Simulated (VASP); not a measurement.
# TaN (Fm-3m) in VASP: notebook, part 3 of 3

VASP 6.6.1. Earlier steps stand in the parts before.

## 6. Single point, PBE

This run uses another cell than the first one, of 10.35 Å³/atom, 1.111 times its volume.

INCAR

```
SYSTEM = TaN
ALGO     = Normal         ! electronic algorithm
EDIFF    = 1E-6           ! SCF threshold, eV
ENCUT    = 520            ! plane-wave cutoff, eV
GGA      = PE             ! functional
ISIF     = 2              ! what is computed and relaxed
ISMEAR   = -1             ! smearing method
LASPH    = .TRUE.         ! aspherical terms in the spheres
LCHARG   = .FALSE.        ! write CHGCAR
LREAL    = .FALSE.        ! projectors in reciprocal space
LWAVE    = .FALSE.        ! write WAVECAR
NBANDS   = 15             ! bands
NELM     = 60             ! most SCF steps
PREC     = Accurate       ! precision mode
SIGMA    = 0.05           ! smearing width, eV
```

KPOINTS

```
k-points
0
G
  11 11 11
  0 0 0
```

POSCAR

```
TaN
1.0
    0.0000000000      2.1790000000      2.1790000000
    2.1790000000      0.0000000000      2.1790000000
    2.1790000000      2.1790000000      0.0000000000
Ta N
1 1
Direct
    0.5000000000      0.5000000000      0.5000000000
    0.0000000000      0.0000000000      0.0000000000
```

Potentials or basis: VASP PAW PBE potentials, release 64 (Ta_pv, N).

Launch:

```sh
$ cat potpaw_PBE.64/Ta_pv/POTCAR potpaw_PBE.64/N/POTCAR > POTCAR
$ mpirun -np 1 vasp_std > vasp.out
```

OUTCAR:

```text
SYSTEM = TaN
   EDIFF = 1E-6
   ENCUT = 520
   GGA = PE
   ISIF = 2
   ISMEAR = -1
   LASPH = .TRUE.
   LREAL = .FALSE.
   NELM = 60
   PREC = Accurate

 ion  position               nearest neighbor table
   1  0.500  0.500  0.500-   2 2.18   2 2.18   2 2.18   2 2.18   2 2.18   2 2.18
   2  0.000  0.000  0.000-   1 2.18   1 2.18   1 2.18   1 2.18   1 2.18   1 2.18

  LATTYP: Found a face centered cubic cell.
 ALAT       =     4.3580000000

  Lattice vectors:

 A1 = (   0.0000000000,   2.1790000000,   2.1790000000)
 A2 = (   2.1790000000,   0.0000000000,   2.1790000000)
 A3 = (   2.1790000000,   2.1790000000,   0.0000000000)

Analysis of symmetry for initial positions (statically):
=====================================================================
 Subroutine PRICEL returns:
 Original cell was already a primitive cell.

 Routine SETGRP: Setting up the symmetry group for a
 face centered cubic supercell.

 Subroutine GETGRP returns: Found 48 space group operations
 (whereof 48 operations were pure point group operations)
 out of a pool of 48 trial point group operations.

The static configuration has the point symmetry O_h .

Analysis of symmetry for dynamics (positions and initial velocities):
=====================================================================
 Subroutine PRICEL returns:
 Original cell was already a primitive cell.

 Routine SETGRP: Setting up the symmetry group for a
 face centered cubic supercell.

 Subroutine GETGRP returns: Found 48 space group operations
 (whereof 48 operations were pure point group operations)
 out of a pool of 48 trial point group operations.

The dynamic configuration has the point symmetry O_h .

 Subroutine INISYM returns: Found 48 space group operations
 (whereof 48 operations are pure point group operations),
 and found     1 'primitive' translations

----------------------------------------------------------------------------------------

[... 120 lines left out ...]
   IVDW    =     0    specifies the selected vdW correction
   LEPSILON=     F    determine dielectric tensor
   LRPA    =     F    only Hartree local field effects (RPA)
 non-spin polarized calculation
  energy-cutoff  :      520.00
  volume of cell :       20.69
 maximum number of plane-waves:       568
   NGX = 11   NGY = 11   NGZ = 11

 number of electron      16.0000000 magnetization

 Free energy of the ion-electron system (eV)
  ---------------------------------------------------
  ext. energy  EPLUGINS =         0.00000000
  ---------------------------------------------------
  free energy    TOTEN  =       -21.78064057 eV

  energy without entropy =      -21.77508725  energy(sigma->0) =      -21.77786391

 E-fermi :   9.8991     XC(G=0): -13.5896

 val. band max:        9.8085792163   @ k =  -0.3636   0.2727   0.0909
 cond. band min:       9.9294200245   @ k =   0.0000   0.0000   0.0000
 fundamental gap:      0.1208408082
 Fermi energy:         9.8990743537

 k-point     1 :       0.0000    0.0000    0.0000
  band No.  band energies     occupation
      1     -25.8659      2.00000
      2     -25.8659      2.00000
      3     -25.8659      2.00000
      4      -9.2311      2.00000
      5       5.9536      2.00000
      6       5.9536      2.00000
      7       5.9536      2.00000
      8       7.6763      2.00000
      9       7.6763      2.00000
     10       7.6763      2.00000
     11       9.9294      0.70553
     12       9.9294      0.70552
     13      11.6163      0.00000
     14      19.2740      0.00000
[... 401 lines left out ...]
      2     -26.0666      2.00000
      3     -25.9031      2.00000
      4      -7.5038      2.00000
      5       1.4148      2.00000
      6       2.8344      2.00000
      7       3.6551      2.00000
      8       9.1343      2.00000
      9       9.5282      1.99880
     10      11.3135      0.00000
     11      11.8631      0.00000
     12      15.6973      0.00000
     13      15.9869      0.00000
     14      22.2730      0.00000
     15      23.3895      0.00000

 [... further k-points ...]

------------------------ aborting loop because EDIFF is reached ----------------------------------------

  FORCE on cell =-STRESS in cart. coord.  units (eV):
  Direction    XX          YY          ZZ          XY          YZ          ZX
  --------------------------------------------------------------------------------------
  -------------------------------------------------------------------------------------
  Total        2.0113520      2.0113520      2.0113520      0.0000000      0.0000000     -0.0000000
  in kB      155.7388572    155.7388572    155.7388572      0.0000000      0.0000000     -0.0000000
  external PRESSURE =     155.7388572 kB  Pullay stress =       0.0000000 kB

 VOLUME and BASIS-vectors are now :
 -----------------------------------------------------------------------------
  energy-cutoff  :      520.00
  volume of cell :       20.69
      direct lattice vectors                 reciprocal lattice vectors
     0.000000000  2.179000000  2.179000000    -0.229463056  0.229463056  0.229463056
     2.179000000  0.000000000  2.179000000     0.229463056 -0.229463056  0.229463056
     2.179000000  2.179000000  0.000000000     0.229463056  0.229463056 -0.229463056

 POSITION                                       TOTAL-FORCE (eV/Angst)
 -----------------------------------------------------------------------------------
      2.17900      2.17900      2.17900         0.000000     -0.000000      0.000000
      0.00000      0.00000      0.00000        -0.000000      0.000000     -0.000000
 -----------------------------------------------------------------------------------
    total drift:                                0.000000     -0.000000     -0.000000

  FREE ENERGIE OF THE ION-ELECTRON SYSTEM (eV)
  ---------------------------------------------------
  free  energy   TOTEN  =       -21.7806405652 eV

  energy  without entropy=      -21.7750872527  energy(sigma->0) =      -21.77786391
```

stdout:

```text
POSCAR found type information on POSCAR TaN
 POSCAR found :  2 types and       2 ions
 scaLAPACK will be used
 LDA part: xc-table for (Slater+PW92), standard interpolation
 POSCAR, INCAR and KPOINTS ok, starting setup
 FFT: planning ... GRIDC
 FFT: planning ... GRID_SOFT
 FFT: planning ... GRID
 WAVECAR not read
 entering main loop
```

It took 5.7 s on 1 thread of Intel Xeon 6975P-C (Granite Rapids), shared host; peak memory 0.15 GiB.

What came out:

- Free energy: -21.7806 eV
- Pressure: 15.6 GPa
- Band gap on the k mesh: zero (band 8 reaches 11.61 eV, above the bottom of band 9 at 7.68 eV)

Levels at points of the mesh, in eV from the Fermi level:
```
           k point  band 4  band 5  band 6  band 7  band 8  band 9  band 10  band 11  band 12  band 13
(0.00, 0.00, 0.00)  -19.13   -3.95   -3.95   -3.95   -2.22   -2.22    -2.22     0.03     0.03     1.72
```

Caveat: spin-orbit coupling is left out, which moves the levels of the heavy elements.

## 7. The runs side by side

```tsv
cell	gap on the mesh (eV)	pressure (GPa)
a = 2.975 Å, angles 60.0°, 2 atoms	none	68.0
a = 3.003 Å, angles 60.0°, 2 atoms	none	52.2
a = 3.029 Å, angles 60.0°, 2 atoms	none	38.4
a = 3.056 Å, angles 60.0°, 2 atoms	none	26.2
a = 3.082 Å, angles 60.0°, 2 atoms	none	15.6
```

Alike in all rows: task single point; level PBE; potentials or basis VASP PAW PBE potentials, release 64 (Ta_pv, N); no spin polarisation; k mesh 11 × 11 × 11; cutoff (eV) 520; smearing fermi-dirac 0.05 eV.

Caveats: spin-orbit coupling is left out, which moves the levels of the heavy elements.

Total energies depend on the potentials used, so only differences within one code and one set of settings carry meaning.
